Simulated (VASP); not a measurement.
# MgI2 (P-3m1) in VASP: a series of runs

MgI2 is run at these levels: PBE; tasks: single point.

All numbers are computed with VASP 6.6.1; they aren't measurements. Logs are shortened: lines on timing, memory, paths and dates and some standing lists are left out, and cuts for length are marked.

**1. The cell of the first run**

It takes space group P-3m1 (No. 164, trigonal). The conventional cell has a = 4.140 Å, b = 4.140 Å, c = 6.880 Å, α = 90.00°, β = 90.00°, γ = 120.00°. Mg (site symmetry -3m) has 6 I at 2.94 Å within 3.9 Å. Within 3.9 Å of I (site symmetry 3m) lie 3 Mg at 2.94 Å.

**2. Single point, PBE**

Contents of INCAR:

```
  PREC = Accurate
  ENCUT = 520
  EDIFF = 1E-6
  ISMEAR = 0
  SIGMA = 0.05
  LREAL = False
  LASPH = True
  NELM = 100
  ALGO = Normal
  ISIF = 2
  LWAVE = False
  LCHARG = False
  GGA = PE
  NBANDS = 15
```

Contents of KPOINTS:

```
Automatic mesh
0
Gamma
  9 9 4
```

Contents of POSCAR:

```
MgI2
1.0
    4.1400000000      0.0000000000      0.0000000000
   -2.0700000000      3.5853451717      0.0000000000
    0.0000000000      0.0000000000      6.8800000000
Mg I
1 2
Direct
    0.0000000000      0.0000000000      0.0000000000
    0.3333333333      0.6666666667      0.2500000000
    0.6666666667      0.3333333333      0.7500000000
```

Potentials or basis: VASP PAW PBE potentials, release 64 (Mg, I).

Launch:

```console
$ cat potpaw_PBE.64/Mg/POTCAR potpaw_PBE.64/I/POTCAR > POTCAR
$ mpirun -np 1 vasp_std > vasp.out
```

OUTCAR:

```text
PREC = Accurate
   ENCUT = 520
   EDIFF = 1E-6
   ISMEAR = 0
   LREAL = False
   LASPH = True
   NELM = 100
   ISIF = 2
   GGA = PE

 ion  position               nearest neighbor table
   1  0.000  0.000  0.000-   2 2.94   3 2.94   3 2.94   2 2.94   3 2.94   2 2.94
   2  0.333  0.667  0.250-   1 2.94   1 2.94   1 2.94
   3  0.667  0.333  0.750-   1 2.94   1 2.94   1 2.94

  LATTYP: Found a hexagonal cell.
 ALAT       =     4.1400000000
 C/A-ratio  =     1.6618357488

  Lattice vectors:

 A1 = (   4.1400000000,   0.0000000000,   0.0000000000)
 A2 = (  -2.0700000000,   3.5853451717,   0.0000000000)
 A3 = (   0.0000000000,   0.0000000000,   6.8800000000)

Analysis of symmetry for initial positions (statically):
=====================================================================
 Subroutine PRICEL returns:
 Original cell was already a primitive cell.

 Routine SETGRP: Setting up the symmetry group for a
 hexagonal supercell.

 Subroutine GETGRP returns: Found 12 space group operations
 (whereof 12 operations were pure point group operations)
 out of a pool of 24 trial point group operations.

The static configuration has the point symmetry D_3d.

Analysis of symmetry for dynamics (positions and initial velocities):
=====================================================================
 Subroutine PRICEL returns:
 Original cell was already a primitive cell.

 Routine SETGRP: Setting up the symmetry group for a
 hexagonal supercell.

 Subroutine GETGRP returns: Found 12 space group operations
 (whereof 12 operations were pure point group operations)
 out of a pool of 24 trial point group operations.

The dynamic configuration has the point symmetry D_3d.

 Subroutine INISYM returns: Found 12 space group operations
 (whereof 12 operations are pure point group operations),
 and found     1 'primitive' translations

----------------------------------------------------------------------------------------

                                     Primitive cell

  volume of cell :     102.1221

  direct lattice vectors                    reciprocal lattice vectors
     4.140000000  0.000000000  0.000000000     0.241545894  0.139456587  0.000000000
    -2.070000000  3.585345172  0.000000000     0.000000000  0.278913174  0.000000000
     0.000000000  0.000000000  6.880000000     0.000000000  0.000000000  0.145348837

  length of vectors
     4.140000000  4.140000000  6.880000000     0.278913174  0.278913174  0.145348837

[... 95 lines left out ...]
   EMIN   =  10.00;   EMAX   =-10.00  energy-range for DOS
   EFERMI =   0.00;   METHOD = LEGACY
   ISMEAR =     0;   SIGMA  =   0.05  broadening in eV -4-tet -1-fermi 0-gaus
   EFERMI_NEDOS =   21; number of points for ismear=-14 and -15
   IALGO  =     38    algorithm
   IMIX   =      4    mixing-type and parameters
     AMIX     =   0.40;   BMIX     =  1.00
     AMIX_MAG =   1.60;   BMIX_MAG =  1.00
  volume/ion in A,a.u.               =      34.04       229.72
  Fermi-wavevector in a.u.,A,eV,Ry     =   0.882555  1.667786 10.597613  0.778903
  Thomas-Fermi vector in A             =   2.003202
   LORBIT       =      0    0 simple, 1 ext, 2 COOP (PROOUT), +10 PAW based schemes
   GGA     = PE    functional components
   LHFCALC =     F    Hartree Fock is set to
   AEXX    =    0.0000 exact exchange contribution
   IVDW    =     0    specifies the selected vdW correction
   LEPSILON=     F    determine dielectric tensor
   LRPA    =     F    only Hartree local field effects (RPA)
 non-spin polarized calculation
 Gauss-broadening in eV      SIGMA  =   0.05
  energy-cutoff  :      520.00
  volume of cell :      102.12
 maximum number of plane-waves:      2779
 NGX is ok and might be reduce to    32
   NGX = 15   NGY = 15   NGZ = 25

 number of electron      16.0000002 magnetization

 Free energy of the ion-electron system (eV)
  ---------------------------------------------------
  ext. energy  EPLUGINS =         0.00000000
  ---------------------------------------------------
  free energy    TOTEN  =        -7.68198392 eV

  energy without entropy =       -7.68198392  energy(sigma->0) =       -7.68198392

 E-fermi :   2.5997     XC(G=0):  -8.2610

 val. band max:        2.3518159282   @ k =   0.0000   0.0000   0.0000
 cond. band min:       5.8172464660   @ k =   0.0000   0.4444   0.2500
 fundamental gap:      3.4654305378
 Fermi energy:         2.5996585726

 k-point     1 :       0.0000    0.0000    0.0000
  band No.  band energies     occupation
      1      -9.6798      2.00000
      2      -9.0020      2.00000
      3      -1.2370      2.00000
      4       1.9870      2.00000
      5       1.9870      2.00000
      6       2.3311      2.00000
      7       2.3518      2.00000
      8       2.3518      2.00000
      9       5.9781      0.00000
     10       7.2046      0.00000
     11       9.1450      0.00000
     12       9.1450      0.00000
     13       9.7691      0.00000
     14      10.5943      0.00000
[... 401 lines left out ...]
      2      -8.8805      2.00000
      3      -0.7493      2.00000
      4       0.2416      2.00000
      5       0.5434      2.00000
      6       1.3211      2.00000
      7       1.6342      2.00000
      8       2.0029      2.00000
      9       6.6339      0.00000
     10       8.3343      0.00000
     11       8.8394      0.00000
     12       9.2308      0.00000
     13       9.7686      0.00000
     14      10.1773      0.00000
     15      11.1256      0.00000

 [... further k-points ...]

------------------------ aborting loop because EDIFF is reached ----------------------------------------

  FORCE on cell =-STRESS in cart. coord.  units (eV):
  Direction    XX          YY          ZZ          XY          YZ          ZX
  --------------------------------------------------------------------------------------
  -------------------------------------------------------------------------------------
  Total        0.4922768      0.4922768      0.1388786     -0.0000000      0.0000000     -0.0000000
  in kB        7.7232515      7.7232515      2.1788443     -0.0000000      0.0000000     -0.0000000
  external PRESSURE =       5.8751158 kB  Pullay stress =       0.0000000 kB

 VOLUME and BASIS-vectors are now :
 -----------------------------------------------------------------------------
  energy-cutoff  :      520.00
  volume of cell :      102.12
      direct lattice vectors                 reciprocal lattice vectors
     4.140000000  0.000000000  0.000000000     0.241545894  0.139456587  0.000000000
    -2.070000000  3.585345172  0.000000000     0.000000000  0.278913174  0.000000000
     0.000000000  0.000000000  6.880000000     0.000000000  0.000000000  0.145348837

 POSITION                                       TOTAL-FORCE (eV/Angst)
 -----------------------------------------------------------------------------------
      0.00000      0.00000      0.00000         0.000000      0.000000      0.000000
     -0.00000      2.39023      1.72000         0.000000     -0.000000     -0.255006
      2.07000      1.19512      5.16000        -0.000000      0.000000      0.255006
 -----------------------------------------------------------------------------------
    total drift:                                0.000000     -0.000000      0.000000

  FREE ENERGIE OF THE ION-ELECTRON SYSTEM (eV)
  ---------------------------------------------------
  free  energy   TOTEN  =        -7.6819839214 eV

  energy  without entropy=       -7.6819839214  energy(sigma->0) =       -7.68198392
```

OSZICAR:

```text
N       E                     dE             d eps       ncg     rms          rms(c)
DAV:   1     0.755371872924E+02    0.75537E+02   -0.57330E+03  1290   0.837E+02
DAV:   2    -0.190832172211E+01   -0.77446E+02   -0.70545E+02  1795   0.132E+02
DAV:   3    -0.773467347554E+01   -0.58264E+01   -0.58045E+01  1717   0.412E+01
DAV:   4    -0.784126074443E+01   -0.10659E+00   -0.10658E+00  1776   0.670E+00
DAV:   5    -0.784267057620E+01   -0.14098E-02   -0.14098E-02  1787   0.703E-01    0.400E+00
DAV:   6    -0.770895792533E+01    0.13371E+00   -0.11387E-01  1430   0.175E+00    0.274E+00
DAV:   7    -0.768359521540E+01    0.25363E-01   -0.11721E-01  1556   0.172E+00    0.765E-01
DAV:   8    -0.768184818304E+01    0.17470E-02   -0.72772E-03  1416   0.499E-01    0.284E-01
DAV:   9    -0.768199495369E+01   -0.14677E-03   -0.11811E-03  1773   0.203E-01    0.102E-01
DAV:  10    -0.768197879663E+01    0.16157E-04   -0.39527E-05  1626   0.435E-02    0.405E-02
DAV:  11    -0.768198327990E+01   -0.44833E-05   -0.12709E-05  1626   0.223E-02    0.213E-02
DAV:  12    -0.768198392144E+01   -0.64153E-06   -0.63038E-07  1373   0.523E-03
   1 F= -.76819839E+01 E0= -.76819839E+01  d E =-.389426E-14
```

stdout:

```text
POSCAR found type information on POSCAR MgI
 POSCAR found :  2 types and       3 ions
 scaLAPACK will be used
 LDA part: xc-table for (Slater+PW92), standard interpolation
 POSCAR, INCAR and KPOINTS ok, starting setup
 FFT: planning ... GRIDC
 FFT: planning ... GRID_SOFT
 FFT: planning ... GRID
 WAVECAR not read
 entering main loop
```

It took 86 s on 1 thread of Intel Xeon 8259CL, shared host; peak memory 0.26 GiB.

Results:

```yaml
Free_energy: -7.6820 eV
Pressure: 0.6 GPa
Largest_force: 0.255 eV/Å
Band_gap_on_the_k_mesh: 3.47 eV (least direct gap 3.63 eV)
```

Forces in eV/Å, atoms in the order of the input:
```
Mg   0.000  0.000  0.000
I    0.000  0.000 -0.255
I    0.000  0.000  0.255
```

Stress tensor (GPa, compression positive):
```
0.77 0.00 0.00
0.00 0.77 0.00
0.00 0.00 0.22
```

Caveat: spin-orbit coupling is left out, which moves the levels of the heavy elements; an odd mesh through Γ misses points on the zone boundary, where band edges can lie; this functional lacks dispersion, which binds the layers, so the pressure and a relaxed spacing across them are unreliable.

**3. Single point, PBE**

Contents of INCAR:

```
SYSTEM = MgI2
  ALGO = Normal
  EDIFF = 1E-7
  ENCUT = 520
  GGA = PE
  ISIF = 2
  ISMEAR = 0
  LASPH = .TRUE.
  LCHARG = .FALSE.
  LREAL = .FALSE.
  LWAVE = .FALSE.
  NBANDS = 15
  NELECT = 16.5
  NELM = 100
  PREC = Accurate
  SIGMA = 0.05
```

Contents of KPOINTS:

```
k-points
0
G
  9 9 4
  0 0 0
```

POSCAR is that of step 2.

Potentials or basis: VASP PAW PBE potentials, release 64 (Mg, I).

Launch:

```console
$ cat potpaw_PBE.64/Mg/POTCAR potpaw_PBE.64/I/POTCAR > POTCAR
$ mpirun -np 1 vasp_std > vasp.out
```

It took 1.8 min on 1 thread of Intel Xeon 8259CL, shared host; peak memory 0.26 GiB.

The run converged. Its results:

```
Free energy   : -4.6474 eV
Largest force : 0.118 eV/Å
```

Forces in eV/Å, atoms in the order of the input:
```
Mg   0.000  0.000  0.000
I    0.000  0.000  0.118
I    0.000  0.000 -0.118
```

Levels at points of the mesh, in eV from the Fermi level:
```csv
k point,band 6,band 7,band 8,band 9,band 10,band 11
"(0.00, 0.00, 0.00)",-3.95,-3.91,-3.91,-0.33,0.89,2.92
"(0.00, 0.00, 0.50)",-4.16,-4.05,-4.05,0.79,0.97,2.72
```

Caveat: the cell carries a net charge on a neutralising background, which shifts energy and pressure; the cell is charged against a uniform background, so pressure and absolute levels hang on convention; spin-orbit coupling is left out, which moves the levels of the heavy elements; this functional lacks dispersion, which binds the layers, so the pressure and a relaxed spacing across them are unreliable.

[end of part 1 of 2]
